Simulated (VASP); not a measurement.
# AlN (I4/mmm) in VASP: a series of runs

AlN is run at these levels: r2SCAN; tasks: single point.

Program: VASP 6.6.1. These are calculated values, not measurements. Logs are shortened: lines on timing, memory, paths and dates and some standing lists are left out, and cuts for length are marked.

**1. The cell of the first run**

Symmetry: I4/mmm, No. 139, tetragonal system. The conventional cell has a = 3.037 Å, b = 3.037 Å, c = 3.651 Å, α = 90.00°, β = 90.00°, γ = 90.00°. Within 2.4 Å of Al (site symmetry 4/mmm) lie 6 N at 1.83 to 2.15 Å. Within 2.4 Å of N (site symmetry 4/mmm) lie 6 Al at 1.83 to 2.15 Å.

**2. Single point, r2SCAN**

POSCAR

```
AlN
1.0
    0.0000000000      2.1477739041      1.8256078185
    2.1477739041      0.0000000000      1.8256078185
    2.1477739041      2.1477739041      0.0000000000
Al N
1 1
Direct
    0.5000000000      0.5000000000      0.5000000000
    0.0000000000      0.0000000000      0.0000000000
```

INCAR.step1

```
PREC = Accurate ; ENCUT = 520
ISMEAR = 0 ; SIGMA = 0.05
LREAL = False ; LASPH = True
NELM = 60 ; NBANDS = 11
GGA = PE ; ALGO = Normal
EDIFF = 1E-4 ; LWAVE = True
LCHARG = False
```

INCAR.step2

```
PREC = Accurate ; ENCUT = 520
EDIFF = 1E-7 ; ISMEAR = 0
SIGMA = 0.05 ; LREAL = False
LASPH = True ; NELM = 60
ALGO = Normal ; ISIF = 2
LWAVE = False ; LCHARG = False
METAGGA = R2SCAN ; LMIXTAU = True
NBANDS = 11 ; ISTART = 1
```

KPOINTS

```
Automatic mesh
0
Gamma
  10 10 10
```

Potentials or basis: VASP PAW PBE potentials, release 64 (Al, N).

Command:

```console
cat potpaw_PBE.64/Al/POTCAR potpaw_PBE.64/N/POTCAR > POTCAR
cp INCAR.step1 INCAR
mpirun -np 1 vasp_std > vasp.out
cp INCAR.step2 INCAR
mpirun -np 1 vasp_std > vasp.out
```

OUTCAR:

```text
PREC = Accurate
   ENCUT = 520
   EDIFF = 1E-7
   ISMEAR = 0
   LREAL = False
   LASPH = True
   NELM = 60
   ISIF = 2
   METAGGA = R2SCAN
   ISTART = 1

 ion  position               nearest neighbor table
   1  0.500  0.500  0.500-   2 1.83   2 1.83   2 2.15   2 2.15   2 2.15   2 2.15
   2  0.000  0.000  0.000-   1 1.83   1 1.83   1 2.15   1 2.15   1 2.15   1 2.15

  LATTYP: Found a body centered tetragonal cell.
 ALAT       =     3.0374109841
 C/A-ratio  =     1.2020815280

  Lattice vectors:

 A1 = (   0.0000000000,  -2.1477739041,  -1.8256078185)
 A2 = (   0.0000000000,   2.1477739041,  -1.8256078185)
 A3 = (   2.1477739041,   0.0000000000,   1.8256078185)

Analysis of symmetry for initial positions (statically):
=====================================================================
 Subroutine PRICEL returns:
 Original cell was already a primitive cell.

 Routine SETGRP: Setting up the symmetry group for a
 body centered tetragonal supercell.

 Subroutine GETGRP returns: Found 16 space group operations
 (whereof 16 operations were pure point group operations)
 out of a pool of 16 trial point group operations.

The static configuration has the point symmetry D_4h.

Analysis of symmetry for dynamics (positions and initial velocities):
=====================================================================
 Subroutine PRICEL returns:
 Original cell was already a primitive cell.

 Routine SETGRP: Setting up the symmetry group for a
 body centered tetragonal supercell.

 Subroutine GETGRP returns: Found 16 space group operations
 (whereof 16 operations were pure point group operations)
 out of a pool of 16 trial point group operations.

The dynamic configuration has the point symmetry D_4h.

 Subroutine INISYM returns: Found 16 space group operations
 (whereof 16 operations are pure point group operations),
 and found     1 'primitive' translations

----------------------------------------------------------------------------------------

                                     Primitive cell

  volume of cell :      16.8428

  direct lattice vectors                    reciprocal lattice vectors
     0.000000000  2.147773904  1.825607818    -0.232799178  0.232799178  0.273881386
     2.147773904  0.000000000  1.825607818     0.232799178 -0.232799178  0.273881386
     2.147773904  2.147773904  0.000000000     0.232799178  0.232799178 -0.273881386

  length of vectors
     2.818825403  2.818825403  3.037410984     0.428254514  0.428254514  0.428254514

  position of ions in fractional coordinates (direct lattice)
     0.500000000  0.500000000  0.500000000
     0.000000000  0.000000000  0.000000000
[... 88 lines left out ...]
   NELECT =       8.0000    total number of electrons
   NUPDOWN=      -1.0000    fix difference up-down
   EMIN   =  10.00;   EMAX   =-10.00  energy-range for DOS
   EFERMI =   0.00;   METHOD = LEGACY
   ISMEAR =     0;   SIGMA  =   0.05  broadening in eV -4-tet -1-fermi 0-gaus
   EFERMI_NEDOS =   21; number of points for ismear=-14 and -15
   IALGO  =     38    algorithm
   IMIX   =      4    mixing-type and parameters
     AMIX     =   0.40;   BMIX     =  1.00
     AMIX_MAG =   1.60;   BMIX_MAG =  1.00
  volume/ion in A,a.u.               =       8.42        56.83
  Fermi-wavevector in a.u.,A,eV,Ry     =   1.277321  2.413786 22.198561  1.631548
  Thomas-Fermi vector in A             =   2.409927
   LORBIT       =      0    0 simple, 1 ext, 2 COOP (PROOUT), +10 PAW based schemes
   METAGGA = R2SCAN    functional components
   LHFCALC =     F    Hartree Fock is set to
   AEXX    =    0.0000 exact exchange contribution
   IVDW    =     0    specifies the selected vdW correction
   LEPSILON=     F    determine dielectric tensor
   LRPA    =     F    only Hartree local field effects (RPA)
 non-spin polarized calculation
 Gauss-broadening in eV      SIGMA  =   0.05
  energy-cutoff  :      520.00
  volume of cell :       16.84
 maximum number of plane-waves:       467
 NGX is ok and might be reduce to    24

 number of electron       7.9999999 magnetization

 Free energy of the ion-electron system (eV)
  ---------------------------------------------------
  ext. energy  EPLUGINS =         0.00000000
  ---------------------------------------------------
  free energy    TOTEN  =       -18.59012729 eV

  energy without entropy =      -18.59012729  energy(sigma->0) =      -18.59012729

 E-fermi :  10.0548     XC(G=0): -12.7408

 val. band max:        9.8600970590   @ k =   0.0000   0.0000   0.0000
 cond. band min:      14.4696742132   @ k =   0.5000   0.5000   0.0000
 fundamental gap:      4.6095771542
 Fermi energy:        10.0547792593

 k-point     1 :       0.0000    0.0000    0.0000
  band No.  band energies     occupation
      1      -8.7900      2.00000
      2       8.5290      2.00000
      3       9.8601      2.00000
      4       9.8601      2.00000
      5      15.3052      0.00000
      6      21.9452      0.00000
      7      21.9452      0.00000
      8      24.1643      0.00000
      9      25.3139      0.00000
     10      27.4149      0.00000
     11      27.4149      0.00000
[... 309 lines left out ...]
 k-point    24 :       0.4000    0.3000    0.0000
  band No.  band energies     occupation
      1      -5.3106      2.00000
      2       3.3886      2.00000
      3       6.3247      2.00000
      4       6.5039      2.00000
      5      15.9598      0.00000
      6      16.7697      0.00000
      7      23.7149      0.00000
      8      24.7746      0.00000
      9      26.0736      0.00000
     10      31.1894      0.00000
     11      36.3491      0.00000

 [... further k-points ...]

------------------------ aborting loop because EDIFF is reached ----------------------------------------

  FORCE on cell =-STRESS in cart. coord.  units (eV):
  Direction    XX          YY          ZZ          XY          YZ          ZX
  --------------------------------------------------------------------------------------
  -------------------------------------------------------------------------------------
  Total       -1.3380793     -1.3380793      4.9808005      0.0000000      0.0000000      0.0000000
  in kB     -127.2851791   -127.2851791    473.8000729      0.0000000      0.0000000      0.0000000
  external PRESSURE =      73.0765716 kB  Pullay stress =       0.0000000 kB

 VOLUME and BASIS-vectors are now :
 -----------------------------------------------------------------------------
  energy-cutoff  :      520.00
  volume of cell :       16.84
      direct lattice vectors                 reciprocal lattice vectors
     0.000000000  2.147773904  1.825607818    -0.232799178  0.232799178  0.273881386
     2.147773904  0.000000000  1.825607818     0.232799178 -0.232799178  0.273881386
     2.147773904  2.147773904  0.000000000     0.232799178  0.232799178 -0.273881386

 POSITION                                       TOTAL-FORCE (eV/Angst)
 -----------------------------------------------------------------------------------
      2.14777      2.14777      1.82561         0.000000      0.000000      0.000000
      0.00000      0.00000      0.00000         0.000000      0.000000     -0.000000
 -----------------------------------------------------------------------------------
    total drift:                                0.000000     -0.000000     -0.000000

  FREE ENERGIE OF THE ION-ELECTRON SYSTEM (eV)
  ---------------------------------------------------
  free  energy   TOTEN  =       -18.5901272911 eV

  energy  without entropy=      -18.5901272910  energy(sigma->0) =      -18.59012729
```

OUTCAR.step1:

```text
PREC = Accurate
   ENCUT = 520
   ISMEAR = 0
   LREAL = False
   LASPH = True
[... 559 lines left out ...]
      2.14777      2.14777      1.82561        -0.000000      0.000000     -0.000000
      0.00000      0.00000      0.00000         0.000000     -0.000000      0.000000
 -----------------------------------------------------------------------------------
    total drift:                                0.000000     -0.000000     -0.000000

  FREE ENERGIE OF THE ION-ELECTRON SYSTEM (eV)
  ---------------------------------------------------
  free  energy   TOTEN  =       -14.2461657182 eV

  energy  without entropy=      -14.2461657182  energy(sigma->0) =      -14.24616572
```

OSZICAR.step1:

```text
N       E                     dE             d eps       ncg     rms          rms(c)
DAV:   1     0.667762976516E+01    0.66776E+01   -0.39875E+03  2268   0.659E+02
DAV:   2    -0.155679890862E+02   -0.22246E+02   -0.21280E+02  2762   0.124E+02
DAV:   3    -0.162125465609E+02   -0.64456E+00   -0.64351E+00  2701   0.190E+01
DAV:   4    -0.162147458636E+02   -0.21993E-02   -0.21992E-02  2552   0.120E+00
DAV:   5    -0.162147629777E+02   -0.17114E-04   -0.17114E-04  2711   0.109E-01    0.804E+00
DAV:   6    -0.142772340241E+02    0.19375E+01   -0.82621E+00  2465   0.153E+01    0.278E+00
DAV:   7    -0.142559362511E+02    0.21298E-01   -0.20748E-01  2475   0.339E+00    0.190E+00
DAV:   8    -0.142466722544E+02    0.92640E-02   -0.19760E-02  2399   0.123E+00    0.385E-01
DAV:   9    -0.142461206871E+02    0.55157E-03   -0.20504E-03  2649   0.286E-01    0.156E-01
DAV:  10    -0.142461657182E+02   -0.45031E-04   -0.17614E-04  1708   0.951E-02
   1 F= -.14246166E+02 E0= -.14246166E+02  d E =-.289056E-13
```

Wall time 64 s (1 thread of Intel Xeon 8259CL, shared host); peak memory 0.15 GiB.

Results:

| Item | Value |
| --- | --- |
| Free energy | -18.5901 eV |
| Pressure | 7.3 GPa |
| Band gap on the k mesh | 4.61 eV (least direct gap 5.45 eV) |

Caveat: the cell stands under pressure; the PAW data sets were made with another functional, which shifts forces and pressure a little. A k mesh can miss the band edges.

**3. Single point, r2SCAN**

This run uses another cell than the first one, of the same volume but with other edges.

POSCAR

```
AlN
1.0
    0.0000000000      1.9145547394      2.2974656873
    1.9145547394      0.0000000000      2.2974656873
    1.9145547394      1.9145547394      0.0000000000
Al N
1 1
Direct
    0.5000000000      0.5000000000      0.5000000000
    0.0000000000      0.0000000000      0.0000000000
```

INCAR.step1

```
SYSTEM = AlN
PREC = Accurate ; ENCUT = 520
ISMEAR = 0 ; SIGMA = 0.05
LREAL = .False. ; LASPH = .True.
NELM = 80 ; NBANDS = 11
GGA = PE ; ALGO = Normal
EDIFF = 1E-4 ; LWAVE = .True.
LCHARG = .False.
```

INCAR.step2

```
SYSTEM = AlN
PREC = Accurate ; ENCUT = 520
EDIFF = 1E-6 ; ISMEAR = 0
SIGMA = 0.05 ; LREAL = .False.
LASPH = .True. ; NELM = 80
ALGO = Normal ; ISIF = 2
LWAVE = .False. ; LCHARG = .False.
METAGGA = R2SCAN ; LMIXTAU = .True.
NBANDS = 11 ; ISTART = 1
```

KPOINTS

```
Automatic mesh
0
Gamma
  10 10 10
  0 0 0
```

Potentials or basis: VASP PAW PBE potentials, release 64 (Al, N).

Command:

```console
cat potpaw_PBE.64/Al/POTCAR potpaw_PBE.64/N/POTCAR > POTCAR
cp INCAR.step1 INCAR
mpirun -np 1 vasp_std > vasp.out
cp INCAR.step2 INCAR
mpirun -np 1 vasp_std > vasp.out
```

OUTCAR:

```text
SYSTEM = AlN
   PREC = Accurate
   ENCUT = 520
   EDIFF = 1E-6
   ISMEAR = 0
   LREAL = .False.
   LASPH = .True.
   NELM = 80
   ISIF = 2
   METAGGA = R2SCAN
   ISTART = 1

 ion  position               nearest neighbor table
   1  0.500  0.500  0.500-   2 1.91   2 1.91   2 1.91   2 1.91   2 2.30   2 2.30
   2  0.000  0.000  0.000-   1 1.91   1 1.91   1 1.91   1 1.91   1 2.30   1 2.30

  LATTYP: Found a body centered tetragonal cell.
 ALAT       =     2.7075892784
 C/A-ratio  =     1.6970562749

  Lattice vectors:

 A1 = (  -1.9145547394,   0.0000000000,   2.2974656873)
 A2 = (   1.9145547394,   0.0000000000,   2.2974656873)
 A3 = (   0.0000000000,   1.9145547394,  -2.2974656873)

Analysis of symmetry for initial positions (statically):
=====================================================================
 Subroutine PRICEL returns:
 Original cell was already a primitive cell.

 Routine SETGRP: Setting up the symmetry group for a
 body centered tetragonal supercell.

 Subroutine GETGRP returns: Found 16 space group operations
 (whereof 16 operations were pure point group operations)
 out of a pool of 16 trial point group operations.

[... 175 lines left out ...]
      4       9.8357      2.00000
      5      15.0549      0.00000
      6      20.9933      0.00000
      7      23.5938      0.00000
      8      23.5939      0.00000
      9      25.2849      0.00000
     10      26.0050      0.00000
     11      28.5252      0.00000
[... 309 lines left out ...]
 k-point    24 :       0.4000    0.3000    0.0000
  band No.  band energies     occupation
      1      -6.6095      2.00000
      2       3.2652      2.00000
      3       7.0076      2.00000
      4       7.8152      2.00000
      5      17.5033      0.00000
      6      18.2840      0.00000
      7      21.3516      0.00000
      8      27.6501      0.00000
      9      27.9653      0.00000
     10      33.1164      0.00000
     11      34.7108      0.00000

 [... further k-points ...]

------------------------ aborting loop because EDIFF is reached ----------------------------------------

  FORCE on cell =-STRESS in cart. coord.  units (eV):
  Direction    XX          YY          ZZ          XY          YZ          ZX
  --------------------------------------------------------------------------------------
  -------------------------------------------------------------------------------------
  Total        2.1915156      2.1915156     -1.9049928      0.0000000      0.0000000     -0.0000000
  in kB      208.4685536    208.4685536   -181.2129893      0.0000000      0.0000000     -0.0000000
  external PRESSURE =      78.5747059 kB  Pullay stress =       0.0000000 kB

 VOLUME and BASIS-vectors are now :
 -----------------------------------------------------------------------------
  energy-cutoff  :      520.00
  volume of cell :       16.84
      direct lattice vectors                 reciprocal lattice vectors
     0.000000000  1.914554739  2.297465687    -0.261157328  0.261157328  0.217631107
     1.914554739  0.000000000  2.297465687     0.261157328 -0.261157328  0.217631107
     1.914554739  1.914554739  0.000000000     0.261157328  0.261157328 -0.217631107

 POSITION                                       TOTAL-FORCE (eV/Angst)
 -----------------------------------------------------------------------------------
      1.91455      1.91455      2.29747         0.000000     -0.000000      0.000000
      0.00000      0.00000      0.00000        -0.000000      0.000000      0.000000
 -----------------------------------------------------------------------------------
    total drift:                                0.000000     -0.000000     -0.000000

  FREE ENERGIE OF THE ION-ELECTRON SYSTEM (eV)
  ---------------------------------------------------
  free  energy   TOTEN  =       -18.6330905790 eV

  energy  without entropy=      -18.6330905790  energy(sigma->0) =      -18.63309058
```

OUTCAR.step1:

```text
SYSTEM = AlN
   PREC = Accurate
   ENCUT = 520
   ISMEAR = 0
   LREAL = .False.
   LASPH = .True.
[... 559 lines left out ...]
      1.91455      1.91455      2.29747         0.000000      0.000000     -0.000000
      0.00000      0.00000      0.00000        -0.000000     -0.000000      0.000000
 -----------------------------------------------------------------------------------
    total drift:                                0.000000     -0.000000     -0.000000

  FREE ENERGIE OF THE ION-ELECTRON SYSTEM (eV)
  ---------------------------------------------------
  free  energy   TOTEN  =       -14.2813956569 eV

  energy  without entropy=      -14.2813956569  energy(sigma->0) =      -14.28139566
```

Run time: 61 s. Hardware: 1 thread of Intel Xeon 8259CL, shared host; peak memory 0.14 GiB.

What came out:

- Free energy: -18.6331 eV
- Pressure: 7.9 GPa
- Band gap on the k mesh: 4.76 eV (least direct gap 5.22 eV)

Stress tensor (GPa, compression positive):
```
 20.85   0.00   0.00
  0.00  20.85   0.00
  0.00   0.00 -18.12
```

Caveat: the cell stands under pressure; the PAW data sets were made with another functional, which shifts forces and pressure a little. A k mesh can miss the band edges.
